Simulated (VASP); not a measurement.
# Sb (P6_3/mmc) in VASP: a series of runs

The runs below take Sb through single point, with PBE.

All numbers are computed with VASP 6.6.1; they aren't measurements. Logs are shortened: lines on timing, memory, paths and dates and some standing lists are left out, and cuts for length are marked.

## Step 1: The cell of the first run

The structure is hexagonal, space group P6_3/mmc (No. 194). Conventional cell: a = 3.369 Å, b = 3.369 Å, c = 5.330 Å, α = 90.00°, β = 90.00°, γ = 120.00°. Sb (site symmetry -6m2) has 12 Sb at 3.30 to 3.37 Å within 4.3 Å.

## Step 2: Single point, PBE

INCAR reads:

```
PREC = Accurate
ENCUT = 520
EDIFF = 1E-7
ISMEAR = -1
SIGMA = 0.15
LREAL = F
LASPH = T
NELM = 100
ALGO = Normal
ISIF = 2
LWAVE = F
LCHARG = F
GGA = PE
NBANDS = 12
```

KPOINTS reads:

```
regular mesh
0
Gamma
  12 12 7
```

POSCAR reads:

```
Sb
1.0
    3.3690001795      0.0000000000      0.0000000000
   -1.6845000898      2.9176397408      0.0000000000
    0.0000000000      0.0000000000      5.3300000000
Sb
2
Direct
    0.3333333333      0.6666666667      0.2500000000
    0.6666666667      0.3333333333      0.7500000000
```

Potentials or basis: VASP PAW PBE potentials, release 64 (Sb).

Run with:

```sh
$ cat potpaw_PBE.64/Sb/POTCAR > POTCAR
$ mpirun -np 1 vasp_std > vasp.out
```

OUTCAR:

```text
PREC = Accurate
   ENCUT = 520
   EDIFF = 1E-7
   ISMEAR = -1
   LREAL = F
   LASPH = T
   NELM = 100
   ISIF = 2
   GGA = PE

 ion  position               nearest neighbor table
   1  0.333  0.667  0.250-   2 3.30   2 3.30   2 3.30   2 3.30   2 3.30   2 3.30
   2  0.667  0.333  0.750-   1 3.30   1 3.30   1 3.30   1 3.30   1 3.30   1 3.30

  LATTYP: Found a hexagonal cell.
 ALAT       =     3.3690001795
 C/A-ratio  =     1.5820717471

  Lattice vectors:

 A1 = (   3.3690001795,   0.0000000000,   0.0000000000)
 A2 = (  -1.6845000898,   2.9176397408,   0.0000000000)
 A3 = (   0.0000000000,   0.0000000000,   5.3300000000)

Analysis of symmetry for initial positions (statically):
=====================================================================
 Subroutine PRICEL returns:
 Original cell was already a primitive cell.

 Routine SETGRP: Setting up the symmetry group for a
 hexagonal supercell.

 Subroutine GETGRP returns: Found 24 space group operations
 (whereof 12 operations were pure point group operations)
 out of a pool of 24 trial point group operations.

The static configuration has the point symmetry D_3d.
 The point group associated with its full space group is D_6h.

Analysis of symmetry for dynamics (positions and initial velocities):
=====================================================================
 Subroutine PRICEL returns:
 Original cell was already a primitive cell.

 Routine SETGRP: Setting up the symmetry group for a
 hexagonal supercell.

 Subroutine GETGRP returns: Found 24 space group operations
 (whereof 12 operations were pure point group operations)
 out of a pool of 24 trial point group operations.

The dynamic configuration has the point symmetry D_3d.
 The point group associated with its full space group is D_6h.

 Subroutine INISYM returns: Found 24 space group operations
 (whereof 12 operations are pure point group operations),
 and found     1 'primitive' translations

----------------------------------------------------------------------------------------

                                     Primitive cell

  volume of cell :      52.3914

  direct lattice vectors                    reciprocal lattice vectors
     3.369000179  0.000000000  0.000000000     0.296823968  0.171371398  0.000000000
    -1.684500090  2.917639741  0.000000000     0.000000000  0.342742795  0.000000000
     0.000000000  0.000000000  5.330000000     0.000000000  0.000000000  0.187617261

  length of vectors
     3.369000179  3.369000180  5.330000000     0.342742795  0.342742795  0.187617261

  position of ions in fractional coordinates (direct lattice)
     0.333333333  0.666666667  0.250000000
     0.666666667  0.333333333  0.750000000

  ion indices of the primitive-cell ions
   primitive index   ion index
                 1           1
                 2           2

----------------------------------------------------------------------------------------

 KPOINTS: regular mesh

Automatic generation of k-mesh.
 Grid dimensions read from file:
 generate k-points for:   12   12    7

 Generating k-lattice:

  Cartesian coordinates                     Fractional coordinates (reciprocal lattice)
     0.024735331  0.014280950  0.000000000     0.083333333 -0.000000000  0.000000000
     0.000000000  0.028561900  0.000000000     0.000000000  0.083333333  0.000000000
     0.000000000  0.000000000  0.026802466     0.000000000  0.000000000  0.142857143

  Length of vectors
     0.028561900  0.028561900  0.026802466

  Shift w.r.t. Gamma in fractional coordinates (k-lattice)
     0.000000000  0.000000000  0.000000000

 Subroutine IBZKPT returns following result:
 ===========================================

 Found     76 irreducible k-points:

 Following reciprocal coordinates:
            Coordinates               Weight
  0.000000  0.000000  0.000000      1.000000
  0.083333  0.000000  0.000000      6.000000
  0.166667  0.000000  0.000000      6.000000
  0.250000  0.000000  0.000000      6.000000
  0.333333  0.000000  0.000000      6.000000
  0.416667  0.000000  0.000000      6.000000
[... 16 lines left out ...]
  0.250000  0.000000  0.142857     12.000000
  0.333333  0.000000  0.142857     12.000000
 [... further k-points ...]
   k-points           NKPTS =     76   k-points in BZ     NKDIM =     76   number of bands    NBANDS=     12
   number of dos      NEDOS =    301   number of ions     NIONS =      2
   total plane-waves  NPLWV =  31360
   dimension x,y,z NGX =    28 NGY =   28 NGZ =   40
   dimension x,y,z NGXF=    56 NGYF=   56 NGZF=   80
   ions per type =               2
   NGX,Y,Z   is equivalent  to a cutoff of  13.82, 13.82, 12.48 a.u.
   NGXF,Y,Z  is equivalent  to a cutoff of  27.63, 27.63, 24.95 a.u.
 SYSTEM =  unknown system
   PREC   = accura    normal or accurate (medium, high low for compatibility)
   ISTART =      0    job   : 0-new  1-cont  2-samecut
   ICHARG =      2    charge: 1-file 2-atom 10-const
   ISPIN  =      1    spin polarized calculation?
   LNONCOLLINEAR =      F non collinear calculations
   LSORBIT =      F    spin-orbit coupling
   LASPH  =      T    aspherical Exc in radial PAW
   ENCUT  =  520.0 eV  38.22 Ry    6.18 a.u.   6.26  6.26  9.91*2*pi/ulx,y,z
   NELM   =    100;   NELMIN=  2; NELMDL= -5     # of ELM steps
   EDIFF  = 0.1E-06   stopping-criterion for ELM
   LREAL  =      F    real-space projection
   EDIFFG = 0.1E-05   stopping-criterion for IOM
   NSW    =      0    number of steps for IOM
   IBRION =     -1    ionic relax: 0-MD 1-quasi-New 2-CG
   NFREE  =      0    steps in history (QN), initial steepest desc. (CG)
   ISIF   =      2    stress and relaxation
   ISYM   =      2    0-nonsym 1-usesym 2-fastsym
   POTIM  = 0.5000    time-step for ionic-motion
   TEBEG  =    0.0;   TEEND  =   0.0 temperature during run
   PSTRESS=    0.0 pullay stress
   NELECT =      10.0000    total number of electrons
   NUPDOWN=      -1.0000    fix difference up-down
   EMIN   =  10.00;   EMAX   =-10.00  energy-range for DOS
   EFERMI =   0.00;   METHOD = LEGACY
   ISMEAR =    -1;   SIGMA  =   0.15  broadening in eV -4-tet -1-fermi 0-gaus
   EFERMI_NEDOS =   21; number of points for ismear=-14 and -15
   IALGO  =     38    algorithm
   IMIX   =      4    mixing-type and parameters
     AMIX     =   0.40;   BMIX     =  1.00
     AMIX_MAG =   1.60;   BMIX_MAG =  1.00
  volume/ion in A,a.u.               =      26.20       176.78
  Fermi-wavevector in a.u.,A,eV,Ry     =   0.942587  1.781231 12.088376  0.888471
  Thomas-Fermi vector in A             =   2.070211
   LORBIT       =      0    0 simple, 1 ext, 2 COOP (PROOUT), +10 PAW based schemes
   GGA     = PE    functional components
   LHFCALC =     F    Hartree Fock is set to
   AEXX    =    0.0000 exact exchange contribution
   IVDW    =     0    specifies the selected vdW correction
   LEPSILON=     F    determine dielectric tensor
   LRPA    =     F    only Hartree local field effects (RPA)
 non-spin polarized calculation
  energy-cutoff  :      520.00
  volume of cell :       52.39
 maximum number of plane-waves:      1428
 NGX is ok and might be reduce to    28
   NGX = 13   NGY = 13   NGZ = 19

 number of electron      10.0000000 magnetization

 Free energy of the ion-electron system (eV)
  ---------------------------------------------------
  ext. energy  EPLUGINS =         0.00000000
  ---------------------------------------------------
  free energy    TOTEN  =        -7.75201398 eV

  energy without entropy =       -7.65578096  energy(sigma->0) =       -7.70389747

 E-fermi :   8.9064     XC(G=0): -10.3518

 val. band max:        8.8689363122   @ k =   0.4167   0.0833   0.4286
 cond. band min:       8.9095535119   @ k =   0.1667   0.0000   0.0000
 fundamental gap:      0.0406171997
 Fermi energy:         8.9063606764

 k-point     1 :       0.0000    0.0000    0.0000
  band No.  band energies     occupation
      1      -4.2591      2.00000
      2      -0.0302      2.00000
      3       2.9509      2.00000
      4      12.2285      0.00000
      5      12.2285      0.00000
      6      14.0295      0.00000
      7      14.0295      0.00000
      8      14.9655      0.00000
      9      16.3028      0.00000
     10      17.7131      0.00000
     11      18.7916      0.00000
     12      18.7916      0.00000

 k-point     2 :       0.0833    0.0000    0.0000
  band No.  band energies     occupation
      1      -4.1369      2.00000
      2       0.0745      2.00000
      3       3.0788      2.00000
      4      11.0223      0.00000
      5      11.7687      0.00000
      6      13.4069      0.00000
      7      14.1772      0.00000
      8      14.7409      0.00000
      9      16.7463      0.00000
     10      17.4961      0.00000
     11      18.7997      0.00000
     12      19.3128      0.00000

 k-point     3 :       0.1667    0.0000    0.0000
  band No.  band energies     occupation
      1      -3.7718      2.00000
      2       0.3796      2.00000
      3       3.4594      2.00000
      4       8.9096      0.98936
      5      10.9323      0.00000
      6      11.9619      0.00000
      7      13.9379      0.00000
      8      14.0699      0.00000
      9      15.5118      0.00000
     10      18.1362      0.00000
     11      18.5829      0.00000
     12      19.3253      0.00000
[... 286 lines left out ...]
 k-point    23 :       0.2500    0.0000    0.1429
  band No.  band energies     occupation
      1      -3.0617      2.00000
      2       0.3380      2.00000
      3       4.7227      2.00000
      4       7.0078      1.99999
      5       9.7465      0.00736
      6      10.2539      0.00025
      7      12.6769      0.00000
      8      13.3006      0.00000
      9      14.6041      0.00000
     10      16.7456      0.00000
     11      17.7453      0.00000
     12      19.1314      0.00000

 k-point    24 :       0.3333    0.0000    0.1429
  band No.  band energies     occupation
      1      -2.2426      2.00000
      2       0.9150      2.00000
      3       4.6753      2.00000
      4       6.0738      2.00000
      5       7.9091      1.99741
      6       9.6452      0.01441
      7      11.4510      0.00000
      8      12.8030      0.00000
      9      13.8376      0.00000
     10      16.1312      0.00000
     11      17.9189      0.00000
     12      18.7341      0.00000

 [... further k-points ...]

------------------------ aborting loop because EDIFF is reached ----------------------------------------

  FORCE on cell =-STRESS in cart. coord.  units (eV):
  Direction    XX          YY          ZZ          XY          YZ          ZX
  --------------------------------------------------------------------------------------
  -------------------------------------------------------------------------------------
  Total        1.0005161      1.0005161      0.8564201     -0.0000000      0.0000000      0.0000000
  in kB       30.5967123     30.5967123     26.1901237     -0.0000000      0.0000000      0.0000000
  external PRESSURE =      29.1278494 kB  Pullay stress =       0.0000000 kB

 VOLUME and BASIS-vectors are now :
 -----------------------------------------------------------------------------
  energy-cutoff  :      520.00
  volume of cell :       52.39
      direct lattice vectors                 reciprocal lattice vectors
     3.369000179  0.000000000  0.000000000     0.296823968  0.171371398  0.000000000
    -1.684500090  2.917639741  0.000000000     0.000000000  0.342742795  0.000000000
     0.000000000  0.000000000  5.330000000     0.000000000  0.000000000  0.187617261

 POSITION                                       TOTAL-FORCE (eV/Angst)
 -----------------------------------------------------------------------------------
     -0.00000      1.94509      1.33250        -0.000000      0.000000      0.000000
      1.68450      0.97255      3.99750         0.000000     -0.000000      0.000000
 -----------------------------------------------------------------------------------
    total drift:                               -0.000000      0.000000      0.000000

  FREE ENERGIE OF THE ION-ELECTRON SYSTEM (eV)
  ---------------------------------------------------
  free  energy   TOTEN  =        -7.7520139837 eV

  energy  without entropy=       -7.6557809577  energy(sigma->0) =       -7.70389747
```

It took 23 s on 1 thread of AMD EPYC 9R14 (Zen 4), shared host; peak memory 0.17 GiB.

Results:

| Quantity | Value |
| --- | --- |
| Free energy | -7.7520 eV |
| Pressure | 2.9 GPa |
| Band gap on the k mesh | zero (band 5 reaches 12.92 eV, above the bottom of band 6 at 5.95 eV) |

Levels at points of the mesh, in eV from the Fermi level:
```
           k point  band 1  band 2  band 3  band 4  band 5  band 6  band 7  band 8  band 9  band 10
(0.00, 0.00, 0.00)  -13.17   -8.94   -5.96    3.32    3.32    5.12    5.12    6.06    7.40     8.81
(0.50, 0.00, 0.00)   -9.59   -8.21   -4.24   -2.90   -2.41   -0.20    0.11    3.78    4.22     7.52
```

Caveat: spin-orbit coupling is left out, which moves the levels of the heavy elements.

## Step 3: Single point, PBE

INCAR reads:

```
SYSTEM = Sb
PREC = Accurate
ENCUT = 520
EDIFF = 1E-7
ISMEAR = 1
SIGMA = 0.15
LREAL = .False.
LASPH = .True.
NELM = 100
ALGO = Normal
ISIF = 2
LWAVE = .False.
LCHARG = .True.
GGA = PE
LELF = .True.
LVHAR = .True.
NBANDS = 12
```

KPOINTS reads:

```
regular mesh
0
Gamma
  12 12 7
  0 0 0
```

POSCAR is that of step 2.

Potentials or basis: VASP PAW PBE potentials, release 64 (Sb).

Run with:

```sh
$ cat potpaw_PBE.64/Sb/POTCAR > POTCAR
$ mpirun -np 1 vasp_std > vasp.out
```

OUTCAR:

```text
SYSTEM = Sb
   PREC = Accurate
   ENCUT = 520
   EDIFF = 1E-7
   ISMEAR = 1
   LREAL = .False.
   LASPH = .True.
   NELM = 100
   ISIF = 2
   GGA = PE

 ion  position               nearest neighbor table
   1  0.333  0.667  0.250-   2 3.30   2 3.30   2 3.30   2 3.30   2 3.30   2 3.30
   2  0.667  0.333  0.750-   1 3.30   1 3.30   1 3.30   1 3.30   1 3.30   1 3.30

  LATTYP: Found a hexagonal cell.
 ALAT       =     3.3690001795
 C/A-ratio  =     1.5820717471

  Lattice vectors:

[... 551 lines left out ...]

  FORCE on cell =-STRESS in cart. coord.  units (eV):
  Direction    XX          YY          ZZ          XY          YZ          ZX
  --------------------------------------------------------------------------------------
  -------------------------------------------------------------------------------------
  Total        1.0868560      1.0868560      0.6669240     -0.0000000      0.0000000      0.0000000
  in kB       33.2370672     33.2370672     20.3951539     -0.0000000      0.0000000      0.0000000
  external PRESSURE =      28.9564295 kB  Pullay stress =       0.0000000 kB

 VOLUME and BASIS-vectors are now :
 -----------------------------------------------------------------------------
  energy-cutoff  :      520.00
  volume of cell :       52.39
      direct lattice vectors                 reciprocal lattice vectors
     3.369000179  0.000000000  0.000000000     0.296823968  0.171371398  0.000000000
    -1.684500090  2.917639741  0.000000000     0.000000000  0.342742795  0.000000000
     0.000000000  0.000000000  5.330000000     0.000000000  0.000000000  0.187617261

 POSITION                                       TOTAL-FORCE (eV/Angst)
 -----------------------------------------------------------------------------------
     -0.00000      1.94509      1.33250        -0.000000      0.000000      0.000000
      1.68450      0.97255      3.99750         0.000000      0.000000      0.000000
 -----------------------------------------------------------------------------------
    total drift:                               -0.000000      0.000000      0.000000

  FREE ENERGIE OF THE ION-ELECTRON SYSTEM (eV)
  ---------------------------------------------------
  free  energy   TOTEN  =        -7.7034917437 eV

  energy  without entropy=       -7.7042471433  energy(sigma->0) =       -7.70374354
```

Run time: 24 s. Hardware: 1 thread of AMD EPYC 9R14 (Zen 4), shared host; peak memory 0.17 GiB.

Results:

- Free energy: -7.7035 eV
- Pressure: 2.9 GPa
- Band gap on the k mesh: zero (band 5 reaches 12.92 eV, above the bottom of band 6 at 5.95 eV)

Levels at points of the mesh, in eV from the Fermi level:
```
           k point  band 3  band 4  band 5  band 6  band 7  band 8
(0.00, 0.00, 0.00)   -5.97    3.30    3.30    5.11    5.11    6.04
(0.50, 0.00, 0.00)   -4.26   -2.92   -2.43   -0.22    0.09    3.77
```

Caveat: spin-orbit coupling is left out, which moves the levels of the heavy elements.

## Step 4: Single point, PBE

INCAR reads:

```
SYSTEM = Sb
ALGO     = Normal         ! electronic algorithm
EDIFF    = 1E-7           ! SCF threshold, eV
ENCUT    = 520            ! plane-wave cutoff, eV
GGA      = PE             ! functional
ISIF     = 2              ! what is computed and relaxed
ISMEAR   = -1             ! smearing method
LASPH    = .True.         ! aspherical terms in the spheres
LCHARG   = .True.         ! write CHGCAR
LELF     = .True.         ! ELF
LREAL    = .False.        ! projectors in reciprocal space
LVHAR    = .True.       
LWAVE    = .False.        ! write WAVECAR
NBANDS   = 12             ! bands
NELM     = 100            ! most SCF steps
PREC     = Accurate       ! precision mode
SIGMA    = 0.28           ! smearing width, eV
```

KPOINTS reads:

```
k-points
0
Gamma
  12 12 7
  0 0 0
```

POSCAR is that of step 3.

Run with:

```sh
$ cat potpaw_PBE.64/Sb/POTCAR > POTCAR
$ mpirun -np 1 vasp_std > vasp.out
```

It took 24 s on 1 thread of AMD EPYC 9R14 (Zen 4), shared host; peak memory 0.17 GiB.

Results (log left out):

```
Free energy            : -7.8710 eV
Pressure               : 3.2 GPa
Band gap on the k mesh : zero (band 5 reaches 12.92 eV, above the bottom of band 6 at 5.95 eV)
```

Stress tensor (GPa, compression positive):
```
3.26 0.00 0.00
0.00 3.26 0.00
0.00 0.00 3.14
```

Levels at points of the mesh, in eV from the Fermi level:
```tsv
k point	band 1	band 2	band 3	band 4	band 5	band 6	band 7	band 8	band 9	band 10
(0.00, 0.00, 0.00)	-13.14	-8.91	-5.93	3.35	3.35	5.15	5.15	6.09	7.42	8.83
(0.50, 0.00, 0.00)	-9.57	-8.18	-4.22	-2.88	-2.38	-0.18	0.14	3.81	4.24	7.54
```

Caveat: spin-orbit coupling is left out, which moves the levels of the heavy elements.

## Step 5: Single point, PBE

INCAR reads:

```
SYSTEM = Sb
PREC     = Accurate       ! precision mode
ENCUT    = 520            ! plane-wave cutoff, eV
EDIFF    = 1E-6           ! SCF threshold, eV
ISMEAR   = 1              ! smearing method
SIGMA    = 0.2            ! smearing width, eV
LREAL    = .False.        ! projectors in reciprocal space
LASPH    = .True.         ! aspherical terms in the spheres
NELM     = 80             ! most SCF steps
ALGO     = Normal         ! electronic algorithm
ISIF     = 2              ! what is computed and relaxed
LWAVE    = .False.        ! write WAVECAR
LCHARG   = .False.        ! write CHGCAR
GGA      = PE             ! functional
NBANDS   = 12             ! bands
```

KPOINTS reads:

```
Automatic mesh
0
Gamma
  12 12 7
  0 0 0
```

POSCAR is that of step 4.

Run with:

```sh
$ cat potpaw_PBE.64/Sb/POTCAR > POTCAR
$ mpirun -np 1 vasp_std > vasp.out
```

Run time: 19 s. Hardware: 1 thread of AMD EPYC 9R14 (Zen 4), shared host; peak memory 0.17 GiB.

The run converged. Its results:

* Free energy: -7.7034 eV
* Pressure: 2.9 GPa
* Band gap on the k mesh: zero (band 5 reaches 12.92 eV, above the bottom of band 6 at 5.95 eV)

Stress tensor (GPa, compression positive):
```
3.26 0.00 0.00
0.00 3.26 0.00
0.00 0.00 2.12
```

Levels at points of the mesh, in eV from the Fermi level:
| k point | band 2 | band 3 | band 4 | band 5 | band 6 | band 7 | band 8 | band 9 |
| --- | --- | --- | --- | --- | --- | --- | --- | --- |
| (0.00, 0.00, 0.00) | -8.95 | -5.97 | 3.31 | 3.31 | 5.11 | 5.11 | 6.05 | 7.38 |
| (0.50, 0.00, 0.00) | -8.22 | -4.25 | -2.92 | -2.42 | -0.21 | 0.10 | 3.77 | 4.20 |

Caveat: spin-orbit coupling is left out, which moves the levels of the heavy elements.

## Step 6: Overview

```csv
smearing,gap on the mesh (eV),pressure (GPa)
fermi-dirac 0.15 eV,none,2.9
methfessel-paxton 0.15 eV,none,2.9
fermi-dirac 0.28 eV,none,3.2
methfessel-paxton 0.2 eV,none,2.9
```

Alike in all rows: task single point; level PBE; potentials or basis VASP PAW PBE potentials, release 64 (Sb); no spin polarisation; cell as given; k mesh 12 × 12 × 7; cutoff (eV) 520.

Every run on the cell as given and a fine mesh finds a metal.

Caveats: spin-orbit coupling is left out, which moves the levels of the heavy elements.

Absolute energies hang on the potentials; compare differences alone.
